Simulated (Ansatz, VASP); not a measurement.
SnTe in VASP and in Ansatz

INCAR

```
SYSTEM = SnTe
  ALGO = Normal
  EDIFF = 1E-7
  ENCUT = 520
  GGA = PE
  ISIF = 2
  ISMEAR = 0
  LASPH = .True.
  LCHARG = .False.
  LREAL = .False.
  LWAVE = .False.
  NBANDS = 17
  NELM = 60
  PREC = Accurate
  SIGMA = 0.03
```

The input KPOINTS:

```
k-points
0
Gamma
  10 10 10
  0 0 0
```

The input POSCAR:

```
SnTe
1.0
    0.0000000000      3.0302400000      3.4090200000
    3.0302400000      0.0000000000      3.4090200000
    3.0302400000      3.0302400000      0.0000000000
Sn Te
1 1
Direct
    0.0000000000      0.0000000000      0.0000000000
    0.5000000000      0.5000000000      0.5000000000
```

Input for Ansatz:

```yaml
crystal:
  lattice:
    - [0.0, 3.03024, 3.40902]
    - [3.03024, 0.0, 3.40902]
    - [3.03024, 3.03024, 0.0]
  atoms:
    - { symbol: Sn, position: [0.0, 0.0, 0.0] }
    - { symbol: Te, position: [0.5, 0.5, 0.5] }
basis:
  ecutwfc: 420
kpoints:
  mp_grid: { grid: [10, 10, 10] }
hamiltonian:
  xc: pbe
scf:
  occupations: { method: gaussian, width: 0.03 }
output:
  forces: true
  stress: true
  eigenvalues: true
```

Change from the starting cell: strain -0.040 along x and y, +0.080 along z, atoms carried along.

Alike in both runs: task single point; functional PBE; k mesh 10 × 10 × 10; occupations gaussian, width 0.03 eV; no spin polarisation.

```csv
,VASP,Ansatz
version,VASP 6.6.1,Ansatz 0.2.0
potentials or method,"VASP PAW PBE potentials, release 64 (Sn_d, Te), cutoff 520 eV","scalar-relativistic, plane waves, PAW"
valence electrons in the cell,20,30
```

|  | VASP | Ansatz | Ansatz less VASP |
| --- | --- | --- | --- |
| gap on the k mesh at the Fermi level (eV) | none | none | - |
| pressure (GPa) | 3.8 | 3.8 | +0.03 |
| traceless stress, the component that is largest in VASP (GPa) | -8.37 | -8.36 | +0.012 |

A gap of «none» marks a metal or a gap that the smearing closes. VASP's potentials hold 20 valence electrons a cell and Ansatz's 30, so a difference there can come from the potentials and not from the codes.

Spin-orbit coupling is off throughout.
